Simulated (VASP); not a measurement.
Input of a VASP 6.6.1 run:

Contents of POSCAR:

```
Rh
1.0
    0.0000000000      1.8999513062      1.8999513062
    1.8999513062      0.0000000000      1.8999513062
    1.8999513062      1.8999513062      0.0000000000
Rh
1
Direct
    0.0000000000      0.0000000000      0.0000000000
```

INCAR.step1

```
PREC = Accurate
ENCUT = 520
ISMEAR = 0
SIGMA = 0.15
LREAL = False
LASPH = True
NELM = 80
NBANDS = 14
GGA = PE
ALGO = Normal
EDIFF = 1E-4
LWAVE = True
LCHARG = False
```

The input INCAR.step2:

```
PREC = Accurate
ENCUT = 520
EDIFF = 1E-6
ISMEAR = 0
SIGMA = 0.15
LREAL = False
LASPH = True
NELM = 80
ALGO = Normal
ISIF = 2
LWAVE = False
LCHARG = False
METAGGA = R2SCAN
LMIXTAU = True
NBANDS = 14
ISTART = 1
```

The input KPOINTS:

```
Automatic mesh
0
Gamma
  30 30 30
```

Potentials or basis: VASP PAW PBE potentials, release 64 (Rh_pv).

Launch:

```bash
$ cat potpaw_PBE.64/Rh_pv/POTCAR > POTCAR
$ cp INCAR.step1 INCAR
$ mpirun -np 1 vasp_std > vasp.out
$ cp INCAR.step2 INCAR
$ mpirun -np 1 vasp_std > vasp.out
```

(1) Estimate the pressure.

(2) Predict the band gap on the k mesh.

## Answers

(1) 1.3 GPa.

(2) zero (an odd number of electrons rules out a gap without spin polarisation).

Caveat: the PAW data sets were made with another functional, which shifts forces and pressure a little.
